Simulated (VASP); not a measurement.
HfB2, 3 atoms in the cell. Symmetry: P6/mmm, No. 191, hexagonal system. The conventional cell has a = 3.244 Å, b = 3.244 Å, c = 3.602 Å, α = 90.00°, β = 90.00°, γ = 120.00°. Hf (site symmetry 6/mmm) has 12 B at 2.60 Å and 6 Hf at 3.24 Å within 3.4 Å. B (site symmetry -6m2) has 3 B at 1.87 Å within 2.5 Å. 

- Program: VASP 6.6.1
- Task: single point
- Functional: PBE
- Dispersion: D3(BJ)
- Potentials or basis: VASP PAW PBE potentials, release 64 (Hf_pv, B)
- Cutoff: 500 eV
- k mesh: 6 × 6 × 4
- Occupations: gaussian, width 0.1 eV
- Spin: no spin polarisation
- Dipole correction: no
- Further INCAR settings: ALGO = Normal; EDIFF = 1e-06; NBANDS = 15

Potentials or basis: VASP PAW PBE potentials, release 64 (Hf_pv, B).

Run with:

```console
$ cat potpaw_PBE.64/Hf_pv/POTCAR potpaw_PBE.64/B/POTCAR > POTCAR
$ mpirun -np 1 vasp_std > vasp.out
```

Hardware: 1 thread of Intel(R) Xeon(R) 6975P-C (Granite Rapids), on a shared host.

Task: How long does it take, and how much memory?

Result: It took 5.3 s on 1 thread of Intel(R) Xeon(R) 6975P-C (Granite Rapids), with other jobs on the host, peak memory 0.15 GiB. Counts: scf iterations 13, k points 21.
